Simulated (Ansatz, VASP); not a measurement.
## NaF in VASP and in Ansatz

```
Na F
1.0
     0.00000    2.35815    2.28845
     2.35815    0.00000    2.28845
     2.35815    2.35815    0.00000
Na F
1 1
Direct
  0.00000 0.00000 0.00000
  0.50000 0.50000 0.50000
```

Change from the starting cell: strain +0.015 along x and y, -0.015 along z, atoms carried along.

Alike in both runs: task single point; functional r2SCAN; k mesh 8 × 8 × 8; occupations gaussian, width 0.05 eV; no spin polarisation.

```csv
,VASP,Ansatz
version,VASP 6.6.1,Ansatz 0.2.0
potentials or method,"VASP PAW PBE potentials, release 64 (Na_pv, F), cutoff 520 eV","scalar-relativistic, plane waves, PAW"
valence electrons in the cell,14,16
```

VASP gave:

* gap on the k mesh at the Fermi level (eV): 7.04
* least direct gap on the mesh (eV): 7.04
* pressure (GPa): -2.9
* traceless stress, the component that is largest in VASP (GPa): 1.55

Task: What did Ansatz give for the same quantities?

Result: gap on the k mesh at the Fermi level (eV): 7.01; least direct gap on the mesh (eV): 7.01; pressure (GPa): -2.2; traceless stress, the component that is largest in VASP (GPa): 1.56.

VASP's potentials were made for PBE, not for r2SCAN. VASP's potentials hold 14 valence electrons a cell and Ansatz's 16, so a difference there can come from the potentials and not from the codes.
